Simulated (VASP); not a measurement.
# InSe (P6_3/mmc) in VASP: notebook

Runs on InSe. Level: PBE. Tasks: single point.

Program: VASP 6.6.1. These are calculated values, not measurements. Logs are shortened: lines on timing, memory, paths and dates and some standing lists are left out, and cuts for length are marked.

## 1. The cell of the first run

Symmetry: P6_3/mmc, No. 194, hexagonal system. The conventional cell has a = 4.417 Å, b = 4.417 Å, c = 16.931 Å, α = 90.00°, β = 90.00°, γ = 120.00°. Within 3.4 Å of In (site symmetry 3m) lie 1 In at 2.60 Å and 3 Se at 2.81 Å. Se (site symmetry 3m) has 3 In at 2.81 Å within 3.7 Å.

## 2. Single point, PBE (strain +0.080 along x and y, -0.080 along z)

Contents of INCAR:

```
  PREC = Accurate
  ENCUT = 520
  EDIFF = 1E-6
  ISMEAR = 0
  SIGMA = 0.05
  LREAL = F
  LASPH = T
  NELM = 100
  ALGO = Normal
  ISIF = 2
  LWAVE = F
  LCHARG = F
  GGA = PE
  NBANDS = 48
```

Contents of KPOINTS:

```
Automatic mesh
0
Gamma
  12 12 2
```

Contents of POSCAR:

```
InSe
1.0
    4.4167984050      0.0000000000      0.0000000000
   -2.2083992025      3.8250596221      0.0000000000
    0.0000000000      0.0000000000     16.9307742562
In Se
4 4
Direct
    0.3333333333      0.6666666667      0.1732335410
    0.6666666667      0.3333333333      0.6732335410
    0.3333333333      0.6666666667      0.3267664590
    0.6666666667      0.3333333333      0.8267664590
    0.3333333333      0.6666666667      0.6041695146
    0.6666666667      0.3333333333      0.1041695146
    0.3333333333      0.6666666667      0.8958304854
    0.6666666667      0.3333333333      0.3958304854
```

Potentials or basis: VASP PAW PBE potentials, release 64 (In_d, Se).

Command:

```
$ cat potpaw_PBE.64/In_d/POTCAR potpaw_PBE.64/Se/POTCAR > POTCAR
$ mpirun -np 1 vasp_std > vasp.out
```

OUTCAR:

```text
PREC = Accurate
   ENCUT = 520
   EDIFF = 1E-6
   ISMEAR = 0
   LREAL = F
   LASPH = T
   NELM = 100
   ISIF = 2
   GGA = PE

 ion  position               nearest neighbor table
   1  0.333  0.667  0.173-   3 2.60   6 2.81   6 2.81   6 2.81
   2  0.667  0.333  0.673-   4 2.60   5 2.81   5 2.81   5 2.81
   3  0.333  0.667  0.327-   1 2.60   8 2.81   8 2.81   8 2.81
   4  0.667  0.333  0.827-   2 2.60   7 2.81   7 2.81   7 2.81
   5  0.333  0.667  0.604-   2 2.81   2 2.81   2 2.81
   6  0.667  0.333  0.104-   1 2.81   1 2.81   1 2.81
   7  0.333  0.667  0.896-   4 2.81   4 2.81   4 2.81
   8  0.667  0.333  0.396-   3 2.81   3 2.81   3 2.81

  LATTYP: Found a hexagonal cell.
 ALAT       =     4.4167984050
 C/A-ratio  =     3.8332685135

  Lattice vectors:

 A1 = (   4.4167984050,   0.0000000000,   0.0000000000)
 A2 = (  -2.2083992025,   3.8250596221,   0.0000000000)
 A3 = (   0.0000000000,   0.0000000000,  16.9307742562)

Analysis of symmetry for initial positions (statically):
=====================================================================
 Subroutine PRICEL returns:
 Original cell was already a primitive cell.

 Routine SETGRP: Setting up the symmetry group for a
 hexagonal supercell.

 Subroutine GETGRP returns: Found 24 space group operations
 (whereof 12 operations were pure point group operations)
 out of a pool of 24 trial point group operations.

The static configuration has the point symmetry D_3d.
 The point group associated with its full space group is D_6h.

Analysis of symmetry for dynamics (positions and initial velocities):
=====================================================================
 Subroutine PRICEL returns:
 Original cell was already a primitive cell.

 Routine SETGRP: Setting up the symmetry group for a
 hexagonal supercell.

 Subroutine GETGRP returns: Found 24 space group operations
 (whereof 12 operations were pure point group operations)
 out of a pool of 24 trial point group operations.

The dynamic configuration has the point symmetry D_3d.
 The point group associated with its full space group is D_6h.

 Subroutine INISYM returns: Found 24 space group operations
 (whereof 12 operations are pure point group operations),
 and found     1 'primitive' translations

----------------------------------------------------------------------------------------

                                     Primitive cell

  volume of cell :     286.0373

  direct lattice vectors                    reciprocal lattice vectors
     4.416798405  0.000000000  0.000000000     0.226408341  0.130716917  0.000000000
    -2.208399202  3.825059622  0.000000000     0.000000000  0.261433833  0.000000000
     0.000000000  0.000000000 16.930774256     0.000000000  0.000000000  0.059064044

  length of vectors
     4.416798405  4.416798405 16.930774256     0.261433833  0.261433833  0.059064044

  position of ions in fractional coordinates (direct lattice)
     0.333333333  0.666666667  0.173233541
     0.666666667  0.333333333  0.673233541
     0.333333333  0.666666667  0.326766459
     0.666666667  0.333333333  0.826766459
     0.333333333  0.666666667  0.604169515
     0.666666667  0.333333333  0.104169515
     0.333333333  0.666666667  0.895830485
     0.666666667  0.333333333  0.395830485

  ion indices of the primitive-cell ions
   primitive index   ion index
                 1           1
                 2           2
                 3           3
                 4           4
                 5           5
                 6           6
                 7           7
                 8           8

----------------------------------------------------------------------------------------

 KPOINTS: Automatic mesh

Automatic generation of k-mesh.
 Grid dimensions read from file:
 generate k-points for:   12   12    2

 Generating k-lattice:

  Cartesian coordinates                     Fractional coordinates (reciprocal lattice)
     0.018867362  0.010893076  0.000000000     0.083333333  0.000000000  0.000000000
     0.000000000  0.021786153  0.000000000     0.000000000  0.083333333  0.000000000
     0.000000000  0.000000000  0.029532022     0.000000000  0.000000000  0.500000000

  Length of vectors
     0.021786153  0.021786153  0.029532022

  Shift w.r.t. Gamma in fractional coordinates (k-lattice)
     0.000000000  0.000000000  0.000000000

 Subroutine IBZKPT returns following result:
 ===========================================

 Found     38 irreducible k-points:

 Following reciprocal coordinates:
            Coordinates               Weight
  0.000000  0.000000  0.000000      1.000000
  0.083333 -0.000000  0.000000      6.000000
  0.166667  0.000000  0.000000      6.000000
  0.250000  0.000000  0.000000      6.000000
  0.333333  0.000000  0.000000      6.000000
  0.416667  0.000000  0.000000      6.000000
[... 16 lines left out ...]
  0.250000  0.000000  0.500000      6.000000
  0.333333  0.000000  0.500000      6.000000
 [... further k-points ...]
   k-points           NKPTS =     38   k-points in BZ     NKDIM =     38   number of bands    NBANDS=     48
   number of dos      NEDOS =    301   number of ions     NIONS =      8
   total plane-waves  NPLWV = 163296
   dimension x,y,z NGX =    36 NGY =   36 NGZ =  126
   dimension x,y,z NGXF=    72 NGYF=   72 NGZF=  252
   ions per type =               4   4
   NGX,Y,Z   is equivalent  to a cutoff of  13.55, 13.55, 12.37 a.u.
   NGXF,Y,Z  is equivalent  to a cutoff of  27.10, 27.10, 24.74 a.u.
 SYSTEM =  unknown system
   PREC   = accura    normal or accurate (medium, high low for compatibility)
   ISTART =      0    job   : 0-new  1-cont  2-samecut
   ICHARG =      2    charge: 1-file 2-atom 10-const
   ISPIN  =      1    spin polarized calculation?
   LNONCOLLINEAR =      F non collinear calculations
   LSORBIT =      F    spin-orbit coupling
   LASPH  =      T    aspherical Exc in radial PAW
   ENCUT  =  520.0 eV  38.22 Ry    6.18 a.u.   8.21  8.21 31.48*2*pi/ulx,y,z
   NELM   =    100;   NELMIN=  2; NELMDL= -5     # of ELM steps
   EDIFF  = 0.1E-05   stopping-criterion for ELM
   LREAL  =      F    real-space projection
   EDIFFG = 0.1E-04   stopping-criterion for IOM
   NSW    =      0    number of steps for IOM
   IBRION =     -1    ionic relax: 0-MD 1-quasi-New 2-CG
   NFREE  =      0    steps in history (QN), initial steepest desc. (CG)
   ISIF   =      2    stress and relaxation
   ISYM   =      2    0-nonsym 1-usesym 2-fastsym
   POTIM  = 0.5000    time-step for ionic-motion
   TEBEG  =    0.0;   TEEND  =   0.0 temperature during run
   PSTRESS=    0.0 pullay stress
   NELECT =      76.0000    total number of electrons
   NUPDOWN=      -1.0000    fix difference up-down
   EMIN   =  10.00;   EMAX   =-10.00  energy-range for DOS
   EFERMI =   0.00;   METHOD = LEGACY
   ISMEAR =     0;   SIGMA  =   0.05  broadening in eV -4-tet -1-fermi 0-gaus
   EFERMI_NEDOS =   21; number of points for ismear=-14 and -15
   IALGO  =     38    algorithm
   IMIX   =      4    mixing-type and parameters
     AMIX     =   0.40;   BMIX     =  1.00
     AMIX_MAG =   1.60;   BMIX_MAG =  1.00
  volume/ion in A,a.u.               =      35.75       241.28
  Fermi-wavevector in a.u.,A,eV,Ry     =   1.052459  1.988859 15.070763  1.107670
  Thomas-Fermi vector in A             =   2.187542
   LORBIT       =      0    0 simple, 1 ext, 2 COOP (PROOUT), +10 PAW based schemes
   GGA     = PE    functional components
   LHFCALC =     F    Hartree Fock is set to
   AEXX    =    0.0000 exact exchange contribution
   IVDW    =     0    specifies the selected vdW correction
   LEPSILON=     F    determine dielectric tensor
   LRPA    =     F    only Hartree local field effects (RPA)
 non-spin polarized calculation
 Gauss-broadening in eV      SIGMA  =   0.05
  energy-cutoff  :      520.00
  volume of cell :      286.04
 maximum number of plane-waves:      7773
 NGX is ok and might be reduce to    36
   NGX = 17   NGY = 17   NGZ = 63

 number of electron      76.0000024 magnetization

 Free energy of the ion-electron system (eV)
  ---------------------------------------------------
  ext. energy  EPLUGINS =         0.00000000
  ---------------------------------------------------
  free energy    TOTEN  =       -27.45555073 eV

  energy without entropy =      -27.45518807  energy(sigma->0) =      -27.45536940

 E-fermi :   2.3457     XC(G=0):  -7.9452

 val. band max:        2.3330966133   @ k =   0.0000   0.0000   0.0000
 cond. band min:       2.5408755038   @ k =   0.0833  -0.0000   0.0000
 fundamental gap:      0.2077788905
 Fermi energy:         2.3456990186

 k-point     1 :       0.0000    0.0000    0.0000
  band No.  band energies     occupation
      1     -12.6921      2.00000
      2     -12.6918      2.00000
      3     -12.3539      2.00000
      4     -12.3539      2.00000
      5     -12.3538      2.00000
      6     -12.3538      2.00000
[... 40 lines left out ...]
     47       7.2603      0.00000
     48       7.2606      0.00000

 k-point     2 :       0.0833   -0.0000    0.0000
  band No.  band energies     occupation
      1     -12.6909      2.00000
      2     -12.6906      2.00000
      3     -12.3592      2.00000
      4     -12.3592      2.00000
      5     -12.3542      2.00000
      6     -12.3541      2.00000
[... 40 lines left out ...]
     47       7.0396      0.00000
     48       7.2605      0.00000

 k-point     3 :       0.1667    0.0000    0.0000
  band No.  band energies     occupation
      1     -12.6876      2.00000
      2     -12.6873      2.00000
      3     -12.3745      2.00000
      4     -12.3740      2.00000
      5     -12.3552      2.00000
      6     -12.3551      2.00000
[... 1060 lines left out ...]
     47       6.7134      0.00000
     48       6.7134      0.00000

 k-point    24 :       0.3333    0.0000    0.5000
  band No.  band energies     occupation
      1     -12.6781      2.00000
      2     -12.6781      2.00000
      3     -12.4169      2.00000
      4     -12.4169      2.00000
      5     -12.3578      2.00000
      6     -12.3578      2.00000
[... 40 lines left out ...]
     47       6.6910      0.00000
     48       6.6910      0.00000

 [... further k-points ...]

------------------------ aborting loop because EDIFF is reached ----------------------------------------

  FORCE on cell =-STRESS in cart. coord.  units (eV):
  Direction    XX          YY          ZZ          XY          YZ          ZX
  --------------------------------------------------------------------------------------
  -------------------------------------------------------------------------------------
  Total       -9.0913326     -9.0913326      7.0364962      0.0000000     -0.0000000      0.0000000
  in kB      -50.9231806    -50.9231806     39.4134485      0.0000000     -0.0000000      0.0000000
  external PRESSURE =     -20.8109709 kB  Pullay stress =       0.0000000 kB

 VOLUME and BASIS-vectors are now :
 -----------------------------------------------------------------------------
  energy-cutoff  :      520.00
  volume of cell :      286.04
      direct lattice vectors                 reciprocal lattice vectors
     4.416798405  0.000000000  0.000000000     0.226408341  0.130716917  0.000000000
    -2.208399202  3.825059622  0.000000000     0.000000000  0.261433833  0.000000000
     0.000000000  0.000000000 16.930774256     0.000000000  0.000000000  0.059064044

 POSITION                                       TOTAL-FORCE (eV/Angst)
 -----------------------------------------------------------------------------------
     -0.00000      2.55004      2.93298         0.000000      0.000000     -1.954192
      2.20840      1.27502     11.39837        -0.000000     -0.000000     -1.954192
     -0.00000      2.55004      5.53241         0.000000      0.000000      1.954192
      2.20840      1.27502     13.99780        -0.000000      0.000000      1.954192
     -0.00000      2.55004     10.22906         0.000000      0.000000      0.294335
      2.20840      1.27502      1.76367        -0.000000     -0.000000      0.294335
     -0.00000      2.55004     15.16710         0.000000      0.000000     -0.294335
      2.20840      1.27502      6.70172         0.000000      0.000000     -0.294335
 -----------------------------------------------------------------------------------
    total drift:                               -0.000000      0.000000     -0.000000

  FREE ENERGIE OF THE ION-ELECTRON SYSTEM (eV)
  ---------------------------------------------------
  free  energy   TOTEN  =       -27.4555507342 eV

  energy  without entropy=      -27.4551880742  energy(sigma->0) =      -27.45536940
```

Wall time 6.3 min (1 thread of Intel Xeon 6975P-C (Granite Rapids), shared host); peak memory 0.66 GiB.

Results:

| Quantity | Value |
| --- | --- |
| Free energy | -27.4556 eV |
| Pressure | -2.1 GPa |
| Largest force | 1.954 eV/Å |
| Band gap on the k mesh | 0.03 eV (least direct gap 0.24 eV) |

Forces in eV/Å, atoms in the order of the input:
```
In   0.000  0.000 -1.954
In   0.000  0.000 -1.954
In   0.000  0.000  1.954
In   0.000  0.000  1.954
Se   0.000  0.000  0.294
Se   0.000  0.000  0.294
Se   0.000  0.000 -0.294
Se   0.000  0.000 -0.294
```

Levels at points of the mesh, in eV from the valence-band top:
```
           k point  band 35  band 36  band 37  band 38  band 39  band 40  band 41  band 42
(0.00, 0.00, 0.00)    -1.25    -1.25    -1.03    -0.23     0.03     0.70     1.58     1.79
(0.50, 0.00, 0.00)    -1.75    -1.54    -1.43    -1.13     1.26     1.34     1.59     1.75
(0.00, 0.00, 0.50)    -1.29    -1.29    -0.73    -0.73     0.48     0.48     1.68     1.68
(0.50, 0.00, 0.50)    -1.58    -1.58    -1.32    -1.32     1.43     1.43     1.54     1.54
```

Caveat: the cell differs from its parent crystal (strain +0.080 along x and y, -0.080 along z); the stress differs along the axes, from -5 to 4 GPa; the smearing spreads over this small gap; spin-orbit coupling is left out, which moves the levels of the heavy elements; this functional lacks dispersion, which binds layers or chains, so the pressure and a relaxed spacing across them are unreliable; forces of over 1 eV/Å act on the atoms, so gaps and moduli don't describe the material at rest. A k mesh can miss the band edges.

## 3. Single point, PBE (strain -0.080 along x and y, -0.080 along z)

Contents of INCAR:

```
PREC = Accurate
ENCUT = 520
EDIFF = 1E-7
ISMEAR = 0
SIGMA = 0.05
LREAL = F
LASPH = T
NELM = 60
ALGO = Normal
ISIF = 2
LWAVE = F
LCHARG = F
GGA = PE
NBANDS = 48
```

Contents of KPOINTS:

```
regular mesh
0
Gamma
  12 12 2
```

POSCAR: that of step 2 with these lines changed.

```diff
@@ -2,4 +2,4 @@
 1.0
-    4.4167984050      0.0000000000      0.0000000000
-   -2.2083992025      3.8250596221      0.0000000000
+    3.7624579005      0.0000000000      0.0000000000
+   -1.8812289503      3.2583841225      0.0000000000
     0.0000000000      0.0000000000     16.9307742562
```

Potentials or basis: VASP PAW PBE potentials, release 64 (In_d, Se).

Command:

```
$ cat potpaw_PBE.64/In_d/POTCAR potpaw_PBE.64/Se/POTCAR > POTCAR
$ mpirun -np 1 vasp_std > vasp.out
```

It took 4.1 min on 1 thread of Intel Xeon 6975P-C (Granite Rapids), shared host; peak memory 0.45 GiB.

It converged, with:

| Quantity | Value |
| --- | --- |
| Free energy | -25.7962 eV |
| Pressure | 18.1 GPa |
| Largest force | 2.600 eV/Å |
| Band gap on the k mesh | 1.50 eV |

Forces on the atoms (eV/Å):
```
In   0.000  0.000  1.008
In   0.000  0.000  1.008
In   0.000  0.000 -1.008
In   0.000  0.000 -1.008
Se   0.000  0.000 -2.600
Se   0.000  0.000 -2.600
Se   0.000  0.000  2.600
Se   0.000  0.000  2.600
```

Stress tensor (GPa, compression positive):
```
18.83  0.00  0.00
 0.00 18.83  0.00
 0.00  0.00 16.65
```

Levels at points of the mesh, in eV from the valence-band top:
```
           k point  band 36  band 37  band 38  band 39  band 40  band 41
(0.00, 0.00, 0.00)    -1.00    -1.00     0.00     1.50     2.23     2.76
(0.50, 0.00, 0.00)    -2.27    -1.98    -1.59     1.57     2.05     2.10
(0.00, 0.00, 0.50)    -1.02    -0.68    -0.68     1.95     1.95     2.81
(0.50, 0.00, 0.50)    -2.32    -1.79    -1.79     1.77     1.77     2.39
```

Caveat: the cell differs from its parent crystal (strain -0.080 along x and y, -0.080 along z); the cell stands under pressure; spin-orbit coupling is left out, which moves the levels of the heavy elements; this functional lacks dispersion, which binds layers or chains, so the pressure and a relaxed spacing across them are unreliable; forces of over 1 eV/Å act on the atoms, so gaps and moduli don't describe the material at rest. A k mesh can miss the band edges.

The gap in the log of VASP goes by the Fermi energy; the results here count the filled bands.